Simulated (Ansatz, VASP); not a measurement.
PtC2I2: VASP beside Ansatz

The input INCAR:

```
SYSTEM = PtC2I2
PREC = Accurate
ENCUT = 520
EDIFF = 1E-6
ISMEAR = -1
SIGMA = 0.0749
LREAL = .FALSE.
LASPH = .TRUE.
NELM = 80
ALGO = Normal
ISIF = 2
LWAVE = .FALSE.
LCHARG = .TRUE.
GGA = RE
LELF = .TRUE.
LVHAR = .TRUE.
NBANDS = 24
```

Contents of KPOINTS:

```
regular mesh
0
G
  4 4 4
  0 0 0
```

The input POSCAR:

```
PtC2I2
1.0
    5.4453480000      0.0000000000      0.0000000000
   -2.7226740000      4.7158120000      0.0000000000
    0.0000000000      0.0000000000      5.2989900000
C Pt I
2 1 2
Direct
    0.0000000000      0.0000000000      0.3794000000
    0.0000000000      0.0000000000      0.6206000000
    0.0000000000      0.0000000000      0.0000000000
    0.3333000000      0.6667000000      0.2758000000
    0.6667000000      0.3333000000      0.7242000000
```

Input for Ansatz:

```yaml
crystal:
  lattice:
    - [5.445348, 0.0, 0.0]
    - [-2.722674, 4.715812, 0.0]
    - [0.0, 0.0, 5.29899]
  atoms:
    - { symbol: C, position: [0.0, 0.0, 0.3794] }
    - { symbol: C, position: [0.0, 0.0, 0.6206] }
    - { symbol: Pt, position: [0.0, 0.0, 0.0] }
    - { symbol: I, position: [0.3333, 0.6667, 0.2758] }
    - { symbol: I, position: [0.6667, 0.3333, 0.7242] }
  symmetry: { tolerance: 0.0003 }
kpoints:
  mp_grid: { grid: [4, 4, 4], shift: [0, 0, 0] }
magnetization:
  spin_polarized: false
scf:
  occupations: { method: fermi_dirac, width: 0.0749 }
hamiltonian:
  pseudopotentials: { kind: paw }
  xc: revpbe
basis:
  ecutwfc: 420
output:
  forces: true
  stress: true
  eigenvalues: true
```

Alike in both runs: task single point; functional revPBE; k mesh 4 × 4 × 4; occupations fermi-dirac, width 0.0749 eV; no spin polarisation.

|  | VASP | Ansatz |
| --- | --- | --- |
| version | VASP 6.6.1 | Ansatz 0.2.0 |
| potentials or method | VASP PAW PBE potentials, release 64 (C, Pt, I), cutoff 520 eV | PAW plane waves |
| valence electrons in the cell | 32 | 60 |

VASP gave:

* gap on the k mesh at the Fermi level (eV): none
* pressure (GPa): -3.3
* traceless stress, the component that is largest in VASP (GPa): -3.96
* rms of the force components (eV/Å): 0.787

Which values does Ansatz return?

gap on the k mesh at the Fermi level (eV): none; pressure (GPa): -3.3; traceless stress, the component that is largest in VASP (GPa): -4.08; rms of the force components (eV/Å): 0.760.

VASP's potentials were made for PBE, not for revPBE. Atom by atom the forces differ by 0.028 eV/Å (rms over components). A gap of «none» marks a metal or a gap that the smearing closes. VASP's potentials hold 32 valence electrons a cell and Ansatz's 60, so a difference there can come from the potentials and not from the codes. Ansatz's warnings: structure snapped to symmetry.

Spin-orbit coupling is off throughout.
